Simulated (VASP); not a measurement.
Here is a VASP 6.6.1 calculation.

INCAR

```
SYSTEM = MnIr
PREC = Accurate
ENCUT = 520
EDIFF = 1E-6
ISMEAR = -1
SIGMA = 0.03
LREAL = .False.
LASPH = .True.
NELM = 150
ALGO = Normal
ISIF = 2
LWAVE = .False.
LCHARG = .False.
ISPIN = 2
MAGMOM = 4 4 0 0
LORBIT = 11
LMAXMIX = 4
GGA = PS
NBANDS = 34
```

File KPOINTS:

```
regular mesh
0
Gamma
  13 13 5
  0 0 0
```

Contents of POSCAR:

```
MnIr
1.0
    2.7258966415      0.0000000000      0.0000000000
    0.0000000000      2.7258966415      0.0000000000
    0.0000000000      0.0000000000      7.2860000000
Mn Ir
2 2
Direct
    0.5000000000      0.5000000000      0.2500000000
    0.5000000000      0.5000000000      0.7500000000
    0.0000000000      0.0000000000      0.0000000000
    0.0000000000      0.0000000000      0.5000000000
```

Potentials or basis: VASP PAW PBE potentials, release 64 (Mn_pv, Ir).

The run is started by

```console
$ cat potpaw_PBE.64/Mn_pv/POTCAR potpaw_PBE.64/Ir/POTCAR > POTCAR
$ mpirun -np 1 vasp_std > vasp.out
```

Q: Predict the net moment.

A: 2.93 μB per cell.

Q: What does it give for the site moments?

A: Mn +1.61; Ir -0.18 μB.

Q: Estimate the pressure.

A: -20.7 GPa.

Stress tensor (GPa, compression positive):
```
-23.23   0.00   0.00
  0.00 -23.23   0.00
  0.00   0.00 -15.60
```

Caveat: the PAW data sets were made with another functional, which shifts forces and pressure a little.
